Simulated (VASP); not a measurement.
# C (P6_122) in VASP: notebook

Runs on C. Level: PBE. Tasks: single point.

All numbers are computed with VASP 6.6.1; they aren't measurements. Logs are shortened: lines on timing, memory, paths and dates and some standing lists are left out, and cuts for length are marked.

### Step 1. The cell of the first run

It takes space group P6_122 (No. 178, hexagonal). The conventional cell has a = 3.498 Å, b = 3.498 Å, c = 3.312 Å, α = 90.00°, β = 90.00°, γ = 120.00°. Within 2.0 Å of C (site symmetry 2) lie 4 C at 1.52 Å.

### Step 2. Single point, PBE

Contents of INCAR:

```
SYSTEM = C
PREC = Accurate
ENCUT = 520
EDIFF = 1E-6
ISMEAR = 0
SIGMA = 0.1
LREAL = .False.
LASPH = .True.
NELM = 60
ALGO = Normal
ISIF = 2
LWAVE = .False.
LCHARG = .False.
GGA = PE
NBANDS = 21
```

Contents of KPOINTS:

```
regular mesh
0
Gamma
  6 6 6
  0 0 0
```

Contents of POSCAR:

```
C
1.0
    3.4984571700      0.0000000000      0.0000000000
   -1.7492285900      3.0297527800      0.0000000000
    0.0000000000      0.0000000000      3.3120840700
C
6
Direct
    0.2340405300      0.4680810500      0.2500000000
    0.5319189500      0.7659594700      0.5833333300
    0.2340405300      0.7659594700      0.9166666700
    0.7659594700      0.5319189500      0.7500000000
    0.4680810500      0.2340405300      0.0833333300
    0.7659594700      0.2340405300      0.4166666700
```

Potentials or basis: VASP PAW PBE potentials, release 64 (C).

Started as:

```
$ cat potpaw_PBE.64/C/POTCAR > POTCAR
$ mpirun -np 1 vasp_std > vasp.out
```

OUTCAR:

```text
SYSTEM = C
   PREC = Accurate
   ENCUT = 520
   EDIFF = 1E-6
   ISMEAR = 0
   LREAL = .False.
   LASPH = .True.
   NELM = 60
   ISIF = 2
   GGA = PE

 ion  position               nearest neighbor table
   1  0.234  0.468  0.250-   2 1.52   3 1.52   5 1.52   6 1.52
   2  0.532  0.766  0.583-   1 1.52   3 1.52   4 1.52   6 1.52
   3  0.234  0.766  0.917-   1 1.52   2 1.52   5 1.52   4 1.52
   4  0.766  0.532  0.750-   5 1.52   6 1.52   2 1.52   3 1.52
   5  0.468  0.234  0.083-   4 1.52   6 1.52   1 1.52   3 1.52
   6  0.766  0.234  0.417-   4 1.52   5 1.52   2 1.52   1 1.52

  LATTYP: Found a hexagonal cell.
 ALAT       =     3.4984571700
 C/A-ratio  =     0.9467270597

  Lattice vectors:

 A1 = (   3.4984571700,   0.0000000000,   0.0000000000)
 A2 = (  -1.7492285900,   3.0297527800,   0.0000000000)
 A3 = (   0.0000000000,   0.0000000000,   3.3120840700)

Analysis of symmetry for initial positions (statically):
=====================================================================
 Subroutine PRICEL returns:
 Original cell was already a primitive cell.

 Routine SETGRP: Setting up the symmetry group for a
 hexagonal supercell.

 Subroutine GETGRP returns: Found 12 space group operations
 (whereof  2 operations were pure point group operations)
 out of a pool of 24 trial point group operations.

The static configuration has the point symmetry C_2 .
 The point group associated with its full space group is D_6 .

Analysis of symmetry for dynamics (positions and initial velocities):
=====================================================================
 Subroutine PRICEL returns:
 Original cell was already a primitive cell.

 Routine SETGRP: Setting up the symmetry group for a
 hexagonal supercell.

 Subroutine GETGRP returns: Found 12 space group operations
 (whereof  2 operations were pure point group operations)
 out of a pool of 24 trial point group operations.

The dynamic configuration has the point symmetry C_2 .
 The point group associated with its full space group is D_6 .

 Subroutine INISYM returns: Found 12 space group operations
 (whereof  2 operations are pure point group operations),
 and found     1 'primitive' translations

----------------------------------------------------------------------------------------

                                     Primitive cell

  volume of cell :      35.1063

  direct lattice vectors                    reciprocal lattice vectors
     3.498457170  0.000000000  0.000000000     0.285840287  0.165029967  0.000000000
    -1.749228590  3.029752780  0.000000000     0.000000000  0.330059933  0.000000000
     0.000000000  0.000000000  3.312084070     0.000000000  0.000000000  0.301924703

  length of vectors
     3.498457170  3.498457170  3.312084070     0.330059933  0.330059933  0.301924703

  position of ions in fractional coordinates (direct lattice)
     0.234040530  0.468081050  0.250000000
     0.531918950  0.765959470  0.583333330
     0.234040530  0.765959470  0.916666670
     0.765959470  0.531918950  0.750000000
     0.468081050  0.234040530  0.083333330
     0.765959470  0.234040530  0.416666670

  ion indices of the primitive-cell ions
   primitive index   ion index
                 1           1
                 2           2
                 3           3
                 4           4
                 5           5
                 6           6

----------------------------------------------------------------------------------------

 KPOINTS: regular mesh

Automatic generation of k-mesh.
 Grid dimensions read from file:
 generate k-points for:    6    6    6

 Generating k-lattice:

  Cartesian coordinates                     Fractional coordinates (reciprocal lattice)
     0.047640048  0.027504995  0.000000000     0.166666667  0.000000000  0.000000000
     0.000000000  0.055009989  0.000000000     0.000000000  0.166666667  0.000000000
     0.000000000  0.000000000  0.050320784     0.000000000  0.000000000  0.166666667

  Length of vectors
     0.055009989  0.055009989  0.050320784

  Shift w.r.t. Gamma in fractional coordinates (k-lattice)
     0.000000000  0.000000000  0.000000000

 Subroutine IBZKPT returns following result:
 ===========================================

 Found     28 irreducible k-points:

 Following reciprocal coordinates:
            Coordinates               Weight
  0.000000  0.000000  0.000000      1.000000
  0.166667 -0.000000  0.000000      6.000000
  0.333333 -0.000000  0.000000      6.000000
  0.500000 -0.000000  0.000000      3.000000
  0.166667  0.166667  0.000000      6.000000
  0.333333  0.166667  0.000000     12.000000
[... 16 lines left out ...]
  0.166667 -0.000000  0.500000      6.000000
  0.333333 -0.000000  0.500000      6.000000
 [... further k-points ...]
   k-points           NKPTS =     28   k-points in BZ     NKDIM =     28   number of bands    NBANDS=     21
   number of dos      NEDOS =    301   number of ions     NIONS =      6
[... 99 lines left out ...]
      2      -6.9686      2.00000
      3      -3.1673      2.00000
      4      -2.4128      2.00000
      5      -0.9277      2.00000
      6       0.5728      2.00000
[... 13 lines left out ...]
     20      21.8545      0.00000
     21      24.2585      0.00000

 k-point     4 :       0.5000   -0.0000    0.0000
  band No.  band energies     occupation
      1     -10.1512      2.00000
      2      -8.5236      2.00000
      3      -3.3329      2.00000
      4      -2.4083      2.00000
      5      -0.5071      2.00000
      6       1.1460      2.00000
[... 13 lines left out ...]
     20      21.9324      0.00000
     21      23.2437      0.00000

 k-point     5 :       0.1667    0.1667    0.0000
  band No.  band energies     occupation
      1     -11.4499      2.00000
      2      -6.1382      2.00000
      3      -3.9984      2.00000
      4      -1.8277      2.00000
      5      -0.9349      2.00000
      6       1.4717      2.00000
[... 13 lines left out ...]
     20      22.0649      0.00000
     21      23.8819      0.00000

 k-point     6 :       0.3333    0.1667    0.0000
  band No.  band energies     occupation
      1     -10.2972      2.00000
      2      -8.0497      2.00000
      3      -4.8110      2.00000
      4      -0.9767      2.00000
      5      -0.3057      2.00000
      6       1.0197      2.00000
[... 13 lines left out ...]
     20      22.0549      0.00000
     21      22.8830      0.00000

 k-point     7 :       0.3333    0.3333    0.0000
  band No.  band energies     occupation
      1      -9.1275      2.00000
      2      -9.1275      2.00000
      3      -5.7323      2.00000
      4       0.2992      2.00000
      5       0.4087      2.00000
      6       0.4087      2.00000
[... 13 lines left out ...]
     20      21.6359      0.00000
     21      21.6794      0.00000
[... 291 lines left out ...]
      1      -9.1605      2.00000
      2      -7.0109      2.00000
      3      -5.8667      2.00000
      4      -4.1297      2.00000
      5      -2.2992      2.00000
      6      -0.2897      2.00000
[... 13 lines left out ...]
     20      21.4286      0.00000
     21      22.0880      0.00000

 k-point    21 :       0.3333    0.3333    0.3333
  band No.  band energies     occupation
      1      -8.0756      2.00000
      2      -7.9426      2.00000
      3      -5.6649      2.00000
      4      -4.5649      2.00000
      5      -2.9980      2.00000
      6      -0.8889      2.00000
[... 13 lines left out ...]
     20      21.2210      0.00000
     21      21.7554      0.00000

 k-point    22 :       0.0000    0.0000    0.5000
  band No.  band energies     occupation
      1      -9.7960      2.00000
      2      -9.7960      2.00000
      3       0.1088      2.00000
      4       0.1088      2.00000
      5       0.4971      2.00000
      6       0.4971      2.00000
[... 13 lines left out ...]
     20      23.7163      0.00000
     21      25.2789      0.00000

 k-point    23 :       0.1667   -0.0000    0.5000
  band No.  band energies     occupation
      1      -9.4824      2.00000
      2      -9.4824      2.00000
      3      -2.0880      2.00000
      4      -2.0880      2.00000
      5       0.3102      2.00000
      6       0.3102      2.00000
[... 13 lines left out ...]
     20      22.8324      0.00000
     21      24.7625      0.00000

 k-point    24 :       0.3333   -0.0000    0.5000
  band No.  band energies     occupation
      1      -8.5899      2.00000
      2      -8.5899      2.00000
      3      -4.4671      2.00000
      4      -4.4671      2.00000
      5      -0.4286      2.00000
      6      -0.4286      2.00000
[... 13 lines left out ...]
     20      21.2643      0.00000
     21      23.0805      0.00000

 [... further k-points ...]

------------------------ aborting loop because EDIFF is reached ----------------------------------------

  FORCE on cell =-STRESS in cart. coord.  units (eV):
  Direction    XX          YY          ZZ          XY          YZ          ZX
  --------------------------------------------------------------------------------------
  -------------------------------------------------------------------------------------
  Total        6.2490100      6.2490099      6.4682828     -0.0000000     -0.0000000      0.0000000
  in kB      285.1915759    285.1915753    295.1987261     -0.0000005     -0.0000000      0.0000000
  external PRESSURE =     288.5272924 kB  Pullay stress =       0.0000000 kB

 VOLUME and BASIS-vectors are now :
 -----------------------------------------------------------------------------
  energy-cutoff  :      520.00
  volume of cell :       35.11
      direct lattice vectors                 reciprocal lattice vectors
     3.498457170  0.000000000  0.000000000     0.285840287  0.165029967  0.000000000
    -1.749228590  3.029752780  0.000000000     0.000000000  0.330059933  0.000000000
     0.000000000  0.000000000  3.312084070     0.000000000  0.000000000  0.301924703

 POSITION                                       TOTAL-FORCE (eV/Angst)
 -----------------------------------------------------------------------------------
      0.00000      1.41817      0.82802         0.000000     -0.698961     -0.000000
      0.52106      2.32067      1.93205         0.605318      0.349481      0.000000
     -0.52106      2.32067      3.03608        -0.605318      0.349481      0.000000
      1.74923      1.61158      2.48406        -0.000000      0.698961     -0.000000
      1.22817      0.70908      0.27601        -0.605318     -0.349481     -0.000000
      2.27029      0.70908      1.38004         0.605318     -0.349481     -0.000000
 -----------------------------------------------------------------------------------
    total drift:                                0.000009     -0.000003     -0.000003

  FREE ENERGIE OF THE ION-ELECTRON SYSTEM (eV)
  ---------------------------------------------------
  free  energy   TOTEN  =       -53.6830654449 eV

  energy  without entropy=      -53.6830654449  energy(sigma->0) =      -53.68306544
```

Run time: 19 s. Hardware: 1 thread of Intel Xeon 6975P-C, shared host; peak memory 0.15 GiB.

Results:

```yaml
Free_energy: -53.6831 eV
Pressure: 28.9 GPa
Largest_force: 0.699 eV/Å
Band_gap_on_the_k_mesh: 4.12 eV, indirect (least direct gap 4.99 eV)
```

Forces on the atoms (eV/Å):
```
C    0.000 -0.699  0.000
C    0.605  0.349  0.000
C   -0.605  0.349  0.000
C    0.000  0.699  0.000
C   -0.605 -0.349  0.000
C    0.605 -0.349  0.000
```

Levels at points of the mesh, in eV from the valence-band top:
| k point | band 9 | band 10 | band 11 | band 12 | band 13 | band 14 | band 15 | band 16 |
| --- | --- | --- | --- | --- | --- | --- | --- | --- |
| (0.00, 0.00, 0.00) | -4.11 | -2.40 | -1.64 | -1.64 | 5.62 | 5.62 | 6.83 | 10.97 |
| (0.50, 0.00, 0.00) | -2.63 | -1.85 | -1.59 | -0.33 | 6.61 | 7.38 | 8.87 | 10.09 |
| (0.00, 0.00, 0.50) | -4.08 | -4.08 | -2.63 | -2.63 | 6.24 | 6.24 | 7.67 | 7.67 |
| (0.50, 0.00, 0.50) | -0.32 | -0.32 | -0.01 | -0.01 | 9.89 | 9.89 | 10.73 | 10.73 |

### Step 3. Single point, PBE

This run uses another cell than the first one, of 6.22 Å³/atom, 1.063 times its volume.

Contents of INCAR:

```
SYSTEM = C
PREC = Accurate ; ENCUT = 520
EDIFF = 1E-6 ; ISMEAR = 0
SIGMA = 0.1 ; LREAL = .FALSE.
LASPH = .TRUE. ; NELM = 80
ALGO = Normal ; ISIF = 2
LWAVE = .FALSE. ; LCHARG = .TRUE.
GGA = PE ; LELF = .TRUE.
LVHAR = .TRUE. ; NBANDS = 21
```

Contents of KPOINTS:

```
regular mesh
0
G
  6 6 6
  0 0 0
```

Contents of POSCAR:

```
C
1.0
    3.5715599029      0.0000000029      0.0000000000
   -1.7857799540      3.0930616056      0.0000000000
    0.0000000000      0.0000000000      3.3769583018
C
6
Direct
    0.2325951568      0.4651903135      0.2500000000
    0.5348096865      0.7674048432      0.5833333333
    0.2325951568      0.7674048432      0.9166666667
    0.7674048432      0.5348096865      0.7500000000
    0.4651903135      0.2325951568      0.0833333333
    0.7674048432      0.2325951568      0.4166666667
```

Potentials or basis: VASP PAW PBE potentials, release 64 (C).

Started as:

```
$ cat potpaw_PBE.64/C/POTCAR > POTCAR
$ mpirun -np 1 vasp_std > vasp.out
```

Wall time 21 s (1 thread of Intel Xeon 6975P-C, shared host); peak memory 0.15 GiB.

It converged, with:

```yaml
Free_energy: -53.8971 eV
Pressure: 0.6 GPa
Largest_force: 0.013 eV/Å
Band_gap_on_the_k_mesh: 4.16 eV, indirect (least direct gap 4.96 eV)
```

Forces on the atoms (eV/Å):
```
C    0.000 -0.013  0.000
C    0.011  0.006  0.000
C   -0.011  0.006  0.000
C    0.000  0.013  0.000
C   -0.011 -0.006  0.000
C    0.011 -0.006  0.000
```

Levels at points of the mesh, in eV from the valence-band top:
```tsv
k point	band 8	band 9	band 10	band 11	band 12	band 13	band 14	band 15	band 16	band 17
(0.00, 0.00, 0.00)	-3.95	-3.95	-2.44	-1.50	-1.50	5.53	5.53	6.37	10.58	11.07
(0.50, 0.00, 0.00)	-5.00	-2.67	-1.92	-1.51	-0.38	6.33	7.03	8.64	9.80	12.88
(0.00, 0.00, 0.50)	-5.52	-3.98	-3.98	-2.52	-2.52	5.82	5.82	7.56	7.56	15.44
(0.50, 0.00, 0.50)	-5.16	-0.45	-0.45	0.00	0.00	9.43	9.43	10.29	10.29	11.21
```

A k mesh can miss the band edges.

### Step 4. Single point, PBE

This run uses another cell than the first one, of 6.22 Å³/atom, 1.063 times its volume.

Contents of INCAR:

```
SYSTEM = C
  PREC = Accurate
  ENCUT = 520
  EDIFF = 1E-6
  ISMEAR = 0
  SIGMA = 0.02
  LREAL = .FALSE.
  LASPH = .TRUE.
  NELM = 100
  ALGO = Normal
  ISIF = 2
  LWAVE = .FALSE.
  LCHARG = .FALSE.
  GGA = PE
  NBANDS = 21
```

Contents of KPOINTS:

```
Automatic mesh
0
G
  6 6 8
  0 0 0
```

POSCAR: that of step 3 with these lines changed.

```diff
@@ -2,4 +2,4 @@
 1.0
-    3.5715599029      0.0000000029      0.0000000000
-   -1.7857799540      3.0930616056      0.0000000000
+    3.5715599029      0.0000000000      0.0000000000
+   -1.7857799515      3.0930616071      0.0000000000
     0.0000000000      0.0000000000      3.3769583018
```

Started as:

```
$ cat potpaw_PBE.64/C/POTCAR > POTCAR
$ mpirun -np 1 vasp_std > vasp.out
```

Run time: 22 s. Hardware: 1 thread of Intel Xeon 6975P-C, shared host; peak memory 0.15 GiB.

Results (log left out):

```yaml
Free_energy: -53.8971 eV
Pressure: 0.6 GPa
Largest_force: 0.013 eV/Å
Band_gap_on_the_k_mesh: 4.28 eV, indirect (least direct gap 5.18 eV)
```

Forces on the atoms (eV/Å):
```
C    0.000 -0.013  0.000
C    0.011  0.006  0.000
C   -0.011  0.006  0.000
C    0.000  0.013  0.000
C   -0.011 -0.006  0.000
C    0.011 -0.006  0.000
```

Levels at points of the mesh, in eV from the valence-band top:
| k point | band 9 | band 10 | band 11 | band 12 | band 13 | band 14 | band 15 | band 16 |
| --- | --- | --- | --- | --- | --- | --- | --- | --- |
| (0.00, 0.00, 0.00) | -3.95 | -2.44 | -1.50 | -1.50 | 5.53 | 5.53 | 6.37 | 10.58 |
| (0.50, 0.00, 0.00) | -2.67 | -1.92 | -1.51 | -0.38 | 6.33 | 7.03 | 8.64 | 9.80 |
| (0.00, 0.00, 0.50) | -3.98 | -3.98 | -2.52 | -2.52 | 5.82 | 5.82 | 7.56 | 7.56 |
| (0.50, 0.00, 0.50) | -0.45 | -0.45 | 0.00 | 0.00 | 9.43 | 9.43 | 10.29 | 10.29 |

A k mesh can miss the band edges.

### Step 5. Single point, PBE

This run uses another cell than the first one, of 6.22 Å³/atom, 1.063 times its volume.

Contents of INCAR:

```
ALGO = Normal
EDIFF = 1E-6
ENCUT = 520
GGA = PE
ISIF = 2
ISMEAR = 0
LASPH = True
LCHARG = False
LREAL = False
LWAVE = False
NBANDS = 21
NELM = 100
PREC = Accurate
SIGMA = 0.02
```

Contents of KPOINTS:

```
k-points
0
Gamma
  6 6 8
```

POSCAR is that of step 4.

Started as:

```
$ cat potpaw_PBE.64/C/POTCAR > POTCAR
$ mpirun -np 1 vasp_std > vasp.out
```

Wall time 25 s (1 thread of Intel Xeon 6975P-C, shared host); peak memory 0.16 GiB.

Results (log left out):

- Free energy: -53.8971 eV
- Pressure: 0.6 GPa
- Largest force: 0.013 eV/Å
- Band gap on the k mesh: 4.28 eV, indirect (least direct gap 5.18 eV)

Forces in eV/Å, atoms in the order of the input:
```
C    0.000 -0.013  0.000
C    0.011  0.006  0.000
C   -0.011  0.006  0.000
C    0.000  0.013  0.000
C   -0.011 -0.006  0.000
C    0.011 -0.006  0.000
```

Levels at points of the mesh, in eV from the valence-band top:
```csv
k point,band 9,band 10,band 11,band 12,band 13,band 14,band 15,band 16
"(0.00, 0.00, 0.00)",-3.95,-2.44,-1.50,-1.50,5.53,5.53,6.37,10.58
"(0.50, 0.00, 0.00)",-2.67,-1.92,-1.51,-0.38,6.33,7.03,8.64,9.80
"(0.00, 0.00, 0.50)",-3.98,-3.98,-2.52,-2.52,5.82,5.82,7.56,7.56
"(0.50, 0.00, 0.50)",-0.45,-0.45,0.00,0.00,9.43,9.43,10.29,10.29
```

A k mesh can miss the band edges.

### Step 6. Overview

```tsv
cell	k mesh	smearing	gap on the mesh (eV)	pressure (GPa)	largest force (eV/Å)
a = 3.498, b = 3.498, c = 3.312 Å, angles 90.0, 90.0, 120.0°, 6 atoms	6 × 6 × 6	gaussian 0.1 eV	4.12	28.9	0.70
a = 3.572, b = 3.572, c = 3.377 Å, angles 90.0, 90.0, 120.0°, 6 atoms	6 × 6 × 6	gaussian 0.1 eV	4.16	0.6	0.01
a = 3.572, b = 3.572, c = 3.377 Å, angles 90.0, 90.0, 120.0°, 6 atoms	6 × 6 × 8	gaussian 0.02 eV	4.28	0.6	0.01
```

Alike in all rows: task single point; level PBE; potentials or basis VASP PAW PBE potentials, release 64 (C); no spin polarisation; cutoff (eV) 520.

Total energies depend on the potentials used, so only differences within one code and one set of settings carry meaning.
